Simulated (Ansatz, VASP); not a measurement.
# One calculation of K2S, two programs

INCAR

```
PREC = Accurate
ENCUT = 500
EDIFF = 1E-6
ISMEAR = 0
SIGMA = 0.02
LREAL = F
LASPH = T
NELM = 120
ALGO = Normal
ISIF = 2
LWAVE = F
LCHARG = F
GGA = PE
NBANDS = 19
GGA_COMPAT = F
```

KPOINTS

```
Automatic mesh
0
Gamma
  6 6 6
```

Contents of POSCAR:

```
K2S
1.0
    0.0000000000      3.8037981019      3.8037981019
    3.8037981019      0.0000000000      3.8037981019
    3.8037981019      3.8037981019      0.0000000000
K S
2 1
Direct
    0.2500000000      0.2500000000      0.2500000000
    0.7500000000      0.7500000000      0.7500000000
    0.0000000000      0.0000000000      0.0000000000
```

Input for Ansatz:

```yaml
crystal:
  lattice:
    - [0.0, 3.8037981019, 3.8037981019]
    - [3.8037981019, 0.0, 3.8037981019]
    - [3.8037981019, 3.8037981019, 0.0]
  atoms:
    - { symbol: K, position: [0.25, 0.25, 0.25] }
    - { symbol: K, position: [0.75, 0.75, 0.75] }
    - { symbol: S, position: [0.0, 0.0, 0.0] }
basis:
  ecutwfc: 420
kpoints:
  mp_grid: { grid: [6, 6, 6] }
hamiltonian:
  xc: pbe
scf:
  occupations: { method: gaussian, width: 0.02 }
output:
  forces: true
  stress: true
  eigenvalues: true
```

Alike in both runs: task single point; functional PBE; k mesh 6 × 6 × 6; occupations gaussian, width 0.02 eV; no spin polarisation.

|  | VASP | Ansatz |
| --- | --- | --- |
| version | VASP 6.6.1 | Ansatz 0.2.0 |
| potentials or method | VASP PAW PBE potentials, release 64 (K_sv, S), cutoff 500 eV | scalar-relativistic, plane waves, PAW |
| valence electrons in the cell | 24 | 24 |

```csv
,VASP,Ansatz,Ansatz less VASP
gap on the k mesh at the Fermi level (eV),2.18,2.18,+0.001
least direct gap on the mesh (eV),2.31,2.31,+0.003
pressure (GPa),-0.9,-0.9,-0.02
```

With one functional, cell and mesh, what is left measures potentials, basis and numerics.
